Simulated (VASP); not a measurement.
# TiB2 (P6/mmm) in VASP: further runs, part 3 of 3

VASP 6.6.1.

**6. Relaxation of shape and atoms at fixed volume, r2SCAN (8.26 Å³/atom)**

This run uses another cell than the first one, of 8.26 Å³/atom.

File POSCAR:

```
TiB2
1.0
    2.9943138796      0.0000000000      0.0000000000
   -1.4971569398      2.5931518866      0.0000000000
    0.0000000000      0.0000000000      3.1895192448
Ti B
1 2
Direct
    0.0000000000      0.0000000000      0.0000000000
    0.3333333333      0.6666666667      0.5000000000
    0.6666666667      0.3333333333      0.5000000000
```

File INCAR.step1:

```
SYSTEM = TiB2
  PREC = Accurate
  ENCUT = 600
  ISMEAR = 0
  SIGMA = 0.1
  LREAL = .FALSE.
  LASPH = .TRUE.
  NELM = 80
  GGA = PE
  ALGO = Normal
  EDIFF = 1E-4
  LWAVE = .TRUE.
  LCHARG = .FALSE.
```

File INCAR.step2:

```
SYSTEM = TiB2
  PREC = Accurate
  ENCUT = 600
  EDIFF = 1E-7
  ISMEAR = 0
  SIGMA = 0.1
  LREAL = .FALSE.
  LASPH = .TRUE.
  NELM = 80
  ALGO = Normal
  ISIF = 4
  LWAVE = .FALSE.
  LCHARG = .FALSE.
  METAGGA = R2SCAN
  LMIXTAU = .TRUE.
  IBRION = 2
  NSW = 50
  EDIFFG = -0.01
  ISTART = 1
```

File KPOINTS:

```
Automatic mesh
0
G
  15 15 14
  0 0 0
```

Potentials or basis: VASP PAW PBE potentials, release 64 (Ti_sv, B).

On the command line:

```sh
> cat potpaw_PBE.64/Ti_sv/POTCAR potpaw_PBE.64/B/POTCAR > POTCAR
> cp INCAR.step1 INCAR
> mpirun -np 1 vasp_std > vasp.out
> cp INCAR.step2 INCAR
> mpirun -np 1 vasp_std > vasp.out
```

OUTCAR:

```text
SYSTEM = TiB2
   PREC = Accurate
   ENCUT = 600
   EDIFF = 1E-7
   ISMEAR = 0
   LREAL = .FALSE.
   LASPH = .TRUE.
   NELM = 80
   ISIF = 4
   METAGGA = R2SCAN
   IBRION = 2
   NSW = 50
   EDIFFG = -0.01
   ISTART = 1

 ion  position               nearest neighbor table
   1  0.000  0.000  0.000-   2 2.35   3 2.35   2 2.35   3 2.35   2 2.35   2 2.35   3 2.35   3 2.35
                             3 2.35   3 2.35   2 2.35   2 2.35
   2  0.333  0.667  0.500-   3 1.73   3 1.73   3 1.73   1 2.35   1 2.35   1 2.35   1 2.35   1 2.35
                             1 2.35
   3  0.667  0.333  0.500-   2 1.73   2 1.73   2 1.73   1 2.35   1 2.35   1 2.35   1 2.35   1 2.35
                             1 2.35

  LATTYP: Found a hexagonal cell.
 ALAT       =     2.9943138796
 C/A-ratio  =     1.0651920183

  Lattice vectors:

 A1 = (   2.9943138796,   0.0000000000,   0.0000000000)
 A2 = (  -1.4971569398,   2.5931518866,   0.0000000000)
 A3 = (   0.0000000000,   0.0000000000,   3.1895192448)

Analysis of symmetry for initial positions (statically):
=====================================================================
 Subroutine PRICEL returns:
 Original cell was already a primitive cell.

 Routine SETGRP: Setting up the symmetry group for a
 hexagonal supercell.

 Subroutine GETGRP returns: Found 24 space group operations
 (whereof 24 operations were pure point group operations)
 out of a pool of 24 trial point group operations.

The static configuration has the point symmetry D_6h.

Analysis of symmetry for dynamics (positions and initial velocities):
=====================================================================
 Subroutine PRICEL returns:
 Original cell was already a primitive cell.

 Routine SETGRP: Setting up the symmetry group for a
 hexagonal supercell.

 Subroutine GETGRP returns: Found 24 space group operations
 (whereof 24 operations were pure point group operations)
 out of a pool of 24 trial point group operations.

The dynamic configuration has the point symmetry D_6h.

 Subroutine INISYM returns: Found 24 space group operations
 (whereof 24 operations are pure point group operations),
 and found     1 'primitive' translations

----------------------------------------------------------------------------------------

                                     Primitive cell

  volume of cell :      24.7657

  direct lattice vectors                    reciprocal lattice vectors
     2.994313880  0.000000000  0.000000000     0.333966324  0.192815547  0.000000000
    -1.497156940  2.593151887  0.000000000     0.000000000  0.385631094  0.000000000
     0.000000000  0.000000000  3.189519245     0.000000000  0.000000000  0.313526875

  length of vectors
     2.994313880  2.994313880  3.189519245     0.385631094  0.385631094  0.313526875

  position of ions in fractional coordinates (direct lattice)
     0.000000000  0.000000000  0.000000000
     0.333333333  0.666666667  0.500000000
     0.666666667  0.333333333  0.500000000
[... 119 lines left out ...]

 number of electron      18.0000005 magnetization

 Free energy of the ion-electron system (eV)
  ---------------------------------------------------
  ext. energy  EPLUGINS =         0.00000000
  ---------------------------------------------------
  free energy    TOTEN  =       -30.95059162 eV

  energy without entropy =      -30.94889482  energy(sigma->0) =      -30.94974322

------------------------ aborting loop because EDIFF is reached ----------------------------------------

  FORCE on cell =-STRESS in cart. coord.  units (eV):
  Direction    XX          YY          ZZ          XY          YZ          ZX
  --------------------------------------------------------------------------------------
  -------------------------------------------------------------------------------------
  Total        1.5408802      1.5408802      1.2857908      0.0000000      0.0000000      0.0000000
  in kB       99.6848001     99.6848001     83.1821984      0.0000000      0.0000000      0.0000000
  external PRESSURE =      94.1839328 kB  Pullay stress =       0.0000000 kB

 VOLUME and BASIS-vectors are now :
 -----------------------------------------------------------------------------
  energy-cutoff  :      600.00
  volume of cell :       24.77
      direct lattice vectors                 reciprocal lattice vectors
     2.994313880  0.000000000  0.000000000     0.333966324  0.192815547  0.000000000
    -1.497156940  2.593151887  0.000000000     0.000000000  0.385631094  0.000000000
     0.000000000  0.000000000  3.189519245     0.000000000  0.000000000  0.313526875

 POSITION                                       TOTAL-FORCE (eV/Angst)
 -----------------------------------------------------------------------------------
      0.00000      0.00000      0.00000         0.000000      0.000000      0.000000
     -0.00000      1.72877      1.59476        -0.000000     -0.000000     -0.000000
      1.49716      0.86438      1.59476         0.000000      0.000000      0.000000
 -----------------------------------------------------------------------------------
    total drift:                               -0.000000      0.000000     -0.000000

  FREE ENERGIE OF THE ION-ELECTRON SYSTEM (eV)
  ---------------------------------------------------
  free  energy   TOTEN  =       -30.9505916220 eV

  energy  without entropy=      -30.9488948179  energy(sigma->0) =      -30.94974322

--------------------------------------- Ionic step        2  -------------------------------------------

 number of electron      18.0000005 magnetization

 Free energy of the ion-electron system (eV)
  ---------------------------------------------------
  ext. energy  EPLUGINS =         0.00000000
  ---------------------------------------------------
  free energy    TOTEN  =       -30.95089604 eV

  energy without entropy =      -30.94916587  energy(sigma->0) =      -30.95003096

 E-fermi :  10.5609     XC(G=0): -13.9397

 val. band max:       10.4990757631   @ k =   0.2667   0.2000   0.0000
 cond. band min:      10.5833525389   @ k =   0.0000   0.0000   0.3571
 fundamental gap:      0.0842767758
 Fermi energy:        10.5609192350

 k-point     1 :       0.0000    0.0000    0.0000
  band No.  band energies     occupation
      1     -48.7591      2.00000
      2     -24.0822      2.00000
      3     -23.7328      2.00000
      4     -23.7328      2.00000
      5      -4.1464      2.00000
      6       7.6507      2.00000
      7       7.6507      2.00000
      8       7.9730      2.00000
      9       8.2677      2.00000
     10      12.6321      0.00000
     11      12.6321      0.00000
     12      14.5993      0.00000
     13      14.5993      0.00000
[... 354 lines left out ...]
  band No.  band energies     occupation
      1     -48.6881      2.00000
      2     -24.1514      2.00000
      3     -23.9920      2.00000
      4     -23.9464      2.00000
      5       0.7788      2.00000
      6       0.9502      2.00000
      7       4.1473      2.00000
      8       7.5468      2.00000
      9       9.8604      2.00000
     10      10.4869      1.70460
     11      12.7107      0.00000
     12      13.4901      0.00000
     13      16.7142      0.00000

 [... further k-points ...]
[... 5 lines left out ...]
  --------------------------------------------------------------------------------------
  -------------------------------------------------------------------------------------
  Total        1.4222194      1.4222194      1.4523499      0.0000000      0.0000000      0.0000000
  in kB       92.0082307     92.0082307     93.9574779      0.0000000      0.0000000      0.0000000
  external PRESSURE =      92.6579798 kB  Pullay stress =       0.0000000 kB

 VOLUME and BASIS-vectors are now :
 -----------------------------------------------------------------------------
  energy-cutoff  :      600.00
  volume of cell :       24.77
      direct lattice vectors                 reciprocal lattice vectors
     2.998413778  0.000000000  0.000000000     0.333509673  0.192551900 -0.000000000
    -1.499206889  2.596702503  0.000000000     0.000000000  0.385103799 -0.000000000
     0.000000000  0.000000000  3.180802792     0.000000000 -0.000000000  0.314386042

 POSITION                                       TOTAL-FORCE (eV/Angst)
 -----------------------------------------------------------------------------------
      0.00000      0.00000      0.00000        -0.000000     -0.000000      0.000000
     -0.00000      1.73114      1.59040         0.000000      0.000000     -0.000000
      1.49921      0.86557      1.59040        -0.000000      0.000000      0.000000
 -----------------------------------------------------------------------------------
    total drift:                               -0.000000      0.000000     -0.000000

  FREE ENERGIE OF THE ION-ELECTRON SYSTEM (eV)
  ---------------------------------------------------
  free  energy   TOTEN  =       -30.9508960431 eV

  energy  without entropy=      -30.9491658691  energy(sigma->0) =      -30.95003096

 reached required accuracy - stopping structural energy minimisation
```

Wall time 3.9 min (1 thread of Intel Xeon Platinum 8488C (Sapphire Rapids), shared host); peak memory 0.22 GiB.

What came out:

```yaml
Free_energy: -30.9509 eV
Energy_gained_by_relaxing: 0.1 meV/atom
Ionic_steps: 2
Pressure_after_relaxing: 9.3 GPa
Band_gap_on_the_k_mesh: zero (bands 9 and 10 overlap by 0.66 eV)
```

The path:
| step | energy change (eV) | largest force (eV/Å) | pressure (GPa) | volume (Å³) |
| --- | --- | --- | --- | --- |
| 1 | 0.0000 | 0.0000 | 9.42 | 24.77 |
| 2 | -0.0003 | 0.0000 | 9.27 | 24.77 |

Final structure:
```
Ti B
1.0
     2.99841    0.00000    0.00000
    -1.49921    2.59670    0.00000
     0.00000    0.00000    3.18080
Ti B
1 2
Cartesian
  0.0000 0.0000 0.0000
  0.0000 1.7311 1.5904
  1.4992 0.8656 1.5904
```

Levels at points of the mesh, in eV from the Fermi level:
```csv
k point,band 7,band 8,band 9,band 10,band 11,band 12
"(0.00, 0.00, 0.00)",-2.91,-2.59,-2.29,2.07,2.07,4.04
"(0.00, 0.00, 0.50)",-0.68,-0.68,-0.28,-0.28,0.47,0.47
```

Caveat: the PAW data sets were made with another functional, which shifts forces and pressure a little.

**7. The runs side by side**

```tsv
task	cell	k mesh	cutoff (eV)	gap on the mesh (eV)	pressure (GPa)
single point	a = 3.029, b = 3.029, c = 3.228 Å, angles 90.0, 90.0, 120.0°, 3 atoms	6 × 6 × 6	520	none	-0.1
single point	a = 2.999, b = 2.999, c = 3.180 Å, angles 90.0, 90.0, 120.0°, 3 atoms	15 × 15 × 14	520	none	9.2
single point	a = 3.051, b = 3.051, c = 3.263 Å, angles 90.0, 90.0, 120.0°, 3 atoms	15 × 15 × 14	520	none	-6.4
single point	a = 3.076, b = 3.076, c = 3.304 Å, angles 90.0, 90.0, 120.0°, 3 atoms	15 × 15 × 14	520	none	-12.7
relaxation of shape and atoms at fixed volume	relaxed from a = 2.994, b = 2.994, c = 3.190 Å, angles 90.0, 90.0, 120.0°, 3 atoms	15 × 15 × 14	600	none	9.3
```

Alike in all rows: level r2SCAN; potentials or basis VASP PAW PBE potentials, release 64 (Ti_sv, B); no spin polarisation; smearing gaussian 0.1 eV.

Caveats: some runs use coarse meshes; the PAW data sets were made with another functional, which shifts forces and pressure a little; the cell stands under tension (at least some runs); the cell stands under pressure (at least some runs).

Absolute energies hang on the potentials; compare differences alone.

The gap in the log of VASP goes by the Fermi energy; the results here count the filled bands.